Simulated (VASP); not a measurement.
# NbTe (Pm-3m) in VASP: further runs, part 2 of 2

VASP 6.6.1. Earlier steps stand in the parts before.

## 4. Density of states, LDA+U

File POSCAR:

```
NbTe
1.0
    3.4257000000      0.0000000000      0.0000000000
    0.0000000000      3.4257000000      0.0000000000
    0.0000000000      0.0000000000      3.4257000000
Nb Te
1 1
Direct
    0.5000000000      0.5000000000      0.5000000000
    0.0000000000      0.0000000000      0.0000000000
```

File INCAR.step1:

```
PREC = Accurate ; ENCUT = 520
EDIFF = 1E-6 ; ISMEAR = -1
SIGMA = 0.05 ; LREAL = False
LASPH = True ; NELM = 150
ALGO = Normal ; ISIF = 2
LWAVE = False ; LCHARG = True
LMAXMIX = 4 ; LDAU = True
LDAUTYPE = 2 ; LDAUL = 2 -1
LDAUU = 5 0 ; LDAUJ = 0 0
LDAUPRINT = 1 ; NBANDS = 16
```

File KPOINTS.step1:

```
Automatic mesh
0
Gamma
  8 8 8
```

File INCAR.step2:

```
PREC = Accurate ; ENCUT = 520
EDIFF = 1E-6 ; ISMEAR = -5
SIGMA = 0.05 ; LREAL = False
LASPH = True ; NELM = 150
ALGO = Normal ; ISIF = 2
LWAVE = False ; LCHARG = False
LMAXMIX = 4 ; LDAU = True
LDAUTYPE = 2 ; LDAUL = 2 -1
LDAUU = 5 0 ; LDAUJ = 0 0
LDAUPRINT = 1 ; LORBIT = 11
NEDOS = 2001 ; ICHARG = 11
```

File KPOINTS.step2:

```
Automatic mesh
0
Gamma
  12 12 12
```

Potentials or basis: VASP PAW LDA potentials, release 64 (Nb_sv, Te).

Command:

```
$ cat potpaw_LDA.64/Nb_sv/POTCAR potpaw_LDA.64/Te/POTCAR > POTCAR
$ cp INCAR.step1 INCAR
$ cp KPOINTS.step1 KPOINTS
$ mpirun -np 1 vasp_std > vasp.out
$ cp INCAR.step2 INCAR
$ cp KPOINTS.step2 KPOINTS
$ mpirun -np 1 vasp_std > vasp.out
```

OUTCAR:

```text
PREC = Accurate
   ENCUT = 520
   EDIFF = 1E-6
   ISMEAR = -5
   LREAL = False
   LASPH = True
   NELM = 150
   ISIF = 2
   LORBIT = 11
   ICHARG = 11

 ion  position               nearest neighbor table
   1  0.500  0.500  0.500-   2 2.97   2 2.97   2 2.97   2 2.97   2 2.97   2 2.97   2 2.97   2 2.97

   2  0.000  0.000  0.000-   1 2.97   1 2.97   1 2.97   1 2.97   1 2.97   1 2.97   1 2.97   1 2.97

  LATTYP: Found a simple cubic cell.
 ALAT       =     3.4257000000

  Lattice vectors:

 A1 = (   3.4257000000,   0.0000000000,   0.0000000000)
 A2 = (   0.0000000000,   3.4257000000,   0.0000000000)
 A3 = (   0.0000000000,   0.0000000000,   3.4257000000)

Analysis of symmetry for initial positions (statically):
=====================================================================
 Subroutine PRICEL returns:
 Original cell was already a primitive cell.

 Routine SETGRP: Setting up the symmetry group for a
 simple cubic supercell.

 Subroutine GETGRP returns: Found 48 space group operations
 (whereof 48 operations were pure point group operations)
 out of a pool of 48 trial point group operations.

The static configuration has the point symmetry O_h .

Analysis of symmetry for dynamics (positions and initial velocities):
=====================================================================
 Subroutine PRICEL returns:
 Original cell was already a primitive cell.

 Routine SETGRP: Setting up the symmetry group for a
 simple cubic supercell.

 Subroutine GETGRP returns: Found 48 space group operations
 (whereof 48 operations were pure point group operations)
 out of a pool of 48 trial point group operations.

The dynamic configuration has the point symmetry O_h .

 Subroutine INISYM returns: Found 48 space group operations
 (whereof 48 operations are pure point group operations),
 and found     1 'primitive' translations

----------------------------------------------------------------------------------------
[... 169 lines left out ...]

 number of electron      18.9999999 magnetization

 Free energy of the ion-electron system (eV)
  ---------------------------------------------------
  ext. energy  EPLUGINS =         0.00000000
  ---------------------------------------------------
  free energy    TOTEN  =       -10.90977598 eV

  energy without entropy =      -10.90977598  energy(sigma->0) =      -10.90977598

 E-fermi :  12.4252     XC(G=0): -11.9954

 val. band max:       12.4601899565   @ k =   0.4167   0.4167   0.1667
 cond. band min:      12.2709090697   @ k =   0.5000   0.5000   0.0833
 fundamental gap:     -0.1892808868
 Fermi energy:        12.4252426061

 k-point     1 :       0.0000    0.0000    0.0000
  band No.  band energies     occupation
      1     -43.8175      2.00000
      2     -19.9334      2.00000
      3     -19.9334      2.00000
      4     -19.9334      2.00000
      5      -2.2779      2.00000
      6       9.5482      2.00000
      7       9.5482      2.00000
      8      10.8832      2.00000
      9      10.8832      2.00000
     10      10.8832      2.00000
     11      13.6922      0.00000
     12      13.6922      0.00000
     13      13.6922      0.00000
[... 354 lines left out ...]
  band No.  band energies     occupation
      1     -43.7971      2.00000
      2     -20.0886      2.00000
      3     -20.0501      2.00000
      4     -19.9039      2.00000
      5      -0.1563      2.00000
      6       5.8828      2.00000
      7       7.0733      2.00000
      8      10.3365      2.00000
      9      10.7974      2.00000
     10      12.4562      0.56156
     11      14.0599      0.00000
     12      14.3193      0.00000
     13      14.6816      0.00000

 [... further k-points ...]

------------------------ aborting loop because EDIFF is reached ----------------------------------------

  FORCE on cell =-STRESS in cart. coord.  units (eV):
  Direction    XX          YY          ZZ          XY          YZ          ZX
  --------------------------------------------------------------------------------------
  -------------------------------------------------------------------------------------
  Total       -0.7381077     -0.7381077     -0.7381077     -0.0000000      0.0000000     -0.0000000
  in kB      -29.4159126    -29.4159126    -29.4159126     -0.0000000      0.0000000     -0.0000000
  external PRESSURE =     -29.4159126 kB  Pullay stress =       0.0000000 kB

 VOLUME and BASIS-vectors are now :
 -----------------------------------------------------------------------------
  energy-cutoff  :      520.00
  volume of cell :       40.20
      direct lattice vectors                 reciprocal lattice vectors
     3.425700000  0.000000000  0.000000000     0.291911142  0.000000000  0.000000000
     0.000000000  3.425700000  0.000000000     0.000000000  0.291911142  0.000000000
     0.000000000  0.000000000  3.425700000     0.000000000  0.000000000  0.291911142

 POSITION                                       TOTAL-FORCE (eV/Angst)
 -----------------------------------------------------------------------------------
      1.71285      1.71285      1.71285         0.000000      0.000000      0.000000
      0.00000      0.00000      0.00000         0.000000      0.000000      0.000000
 -----------------------------------------------------------------------------------
    total drift:                                0.000000      0.000000      0.000000

  FREE ENERGIE OF THE ION-ELECTRON SYSTEM (eV)
  ---------------------------------------------------
  free  energy   TOTEN  =       -10.9097759807 eV

  energy  without entropy=      -10.9097759807  energy(sigma->0) =      -10.90977598

 total charge

# of ion       s       p       d       tot
------------------------------------------
    1        2.157   5.985   2.128  10.271
    2        1.350   2.033   0.130   3.513
--------------------------------------------------
tot          3.507   8.018   2.258  13.783
```

OUTCAR.step1:

```text
PREC = Accurate
   ENCUT = 520
   EDIFF = 1E-6
   ISMEAR = -1
   LREAL = False
[... 715 lines left out ...]
      1.71285      1.71285      1.71285         0.000000      0.000000      0.000000
      0.00000      0.00000      0.00000         0.000000      0.000000      0.000000
 -----------------------------------------------------------------------------------
    total drift:                                0.000000      0.000000      0.000000

  FREE ENERGIE OF THE ION-ELECTRON SYSTEM (eV)
  ---------------------------------------------------
  free  energy   TOTEN  =       -10.8912087116 eV

  energy  without entropy=      -10.8585954979  energy(sigma->0) =      -10.87490210
```

Run time: 21 s. Hardware: 1 thread of Intel Xeon 6975P-C (Granite Rapids), shared host; peak memory 0.17 GiB.

Results:

```yaml
Valence_electrons_inside_the_program's_atomic_spheres: Nb 10.27; Te 3.51
```

Levels at points of the mesh, in eV from the Fermi level:
```csv
k point,band 5,band 6,band 7,band 8,band 9,band 10,band 11,band 12,band 13
"(0.00, 0.00, 0.00)",-14.70,-2.88,-2.88,-1.54,-1.54,-1.54,1.27,1.27,1.27
"(0.50, 0.00, 0.00)",-12.94,-8.21,-2.90,-2.90,-2.12,1.43,2.13,4.21,4.84
"(0.50, 0.50, 0.00)",-12.31,-5.88,-5.88,-2.98,-0.24,-0.24,0.31,1.30,2.39
"(0.50, 0.50, 0.50)",-10.58,-6.60,-6.60,-6.60,1.56,1.56,1.56,2.50,2.50
```

Eigenvalues of the final occupation matrices:
| site | spin | trace | eigenvalues |
| --- | --- | --- | --- |
| site 1 d | 1 | 1.08 | 0.18 0.18 0.18 0.28 0.28 |
| site 1 d | 2 | 1.08 | 0.18 0.18 0.18 0.28 0.28 |

Caveat: spin-orbit coupling is left out, which moves the levels of the heavy elements; U without spin polarisation on a metal has little footing; the U is typed as a test and isn't derived for this compound; tetrahedron occupations give inexact forces and stress in metals.

## 5. Density of states, LDA+U

POSCAR is that of step 4.

File INCAR.step1:

```
PREC = Accurate ; ENCUT = 520
EDIFF = 1E-7 ; ISMEAR = -1
SIGMA = 0.05 ; LREAL = False
LASPH = True ; NELM = 150
ALGO = Normal ; ISIF = 2
LWAVE = False ; LCHARG = True
LMAXMIX = 4 ; LDAU = True
LDAUTYPE = 2 ; LDAUL = 2 -1
LDAUU = 6 0 ; LDAUJ = 0 0
LDAUPRINT = 1 ; GGA = CA
NBANDS = 16
```

KPOINTS.step1 is that of step 4.

File INCAR.step2:

```
PREC = Accurate ; ENCUT = 520
EDIFF = 1E-7 ; ISMEAR = -5
SIGMA = 0.05 ; LREAL = False
LASPH = True ; NELM = 150
ALGO = Normal ; ISIF = 2
LWAVE = False ; LCHARG = False
LMAXMIX = 4 ; LDAU = True
LDAUTYPE = 2 ; LDAUL = 2 -1
LDAUU = 6 0 ; LDAUJ = 0 0
LDAUPRINT = 1 ; GGA = CA
LORBIT = 11 ; NEDOS = 2001
ICHARG = 11
```

KPOINTS.step2 is that of step 4.

Command:

```
$ cat potpaw_LDA.64/Nb_sv/POTCAR potpaw_LDA.64/Te/POTCAR > POTCAR
$ cp INCAR.step1 INCAR
$ cp KPOINTS.step1 KPOINTS
$ mpirun -np 1 vasp_std > vasp.out
$ cp INCAR.step2 INCAR
$ cp KPOINTS.step2 KPOINTS
$ mpirun -np 1 vasp_std > vasp.out
```

Wall time 24 s (1 thread of Intel Xeon 6975P-C (Granite Rapids), shared host); peak memory 0.17 GiB.

Results (log left out):

| Property | Result |
| --- | --- |
| Valence electrons inside the program's atomic spheres | Nb 10.21; Te 3.52 |

Levels at points of the mesh, in eV from the Fermi level:
| k point | band 6 | band 7 | band 8 | band 9 | band 10 | band 11 | band 12 | band 13 |
| --- | --- | --- | --- | --- | --- | --- | --- | --- |
| (0.00, 0.00, 0.00) | -2.94 | -2.94 | -1.62 | -1.62 | -1.62 | 1.33 | 1.33 | 1.33 |
| (0.50, 0.00, 0.00) | -8.30 | -2.92 | -2.92 | -2.18 | 1.50 | 2.08 | 4.13 | 4.83 |
| (0.50, 0.50, 0.00) | -5.96 | -5.96 | -3.08 | -0.21 | -0.21 | 0.25 | 1.34 | 2.34 |
| (0.50, 0.50, 0.50) | -6.64 | -6.64 | -6.64 | 1.44 | 1.44 | 1.44 | 2.46 | 2.46 |

Eigenvalues of the final occupation matrices:
```csv
site,spin,trace,eigenvalues
site 1 d,1,1.04,0.16 0.16 0.16 0.28 0.28
site 1 d,2,1.04,0.16 0.16 0.16 0.28 0.28
```

Caveat: spin-orbit coupling is left out, which moves the levels of the heavy elements; U without spin polarisation on a metal has little footing; the U is typed as a test and isn't derived for this compound; tetrahedron occupations give inexact forces and stress in metals.
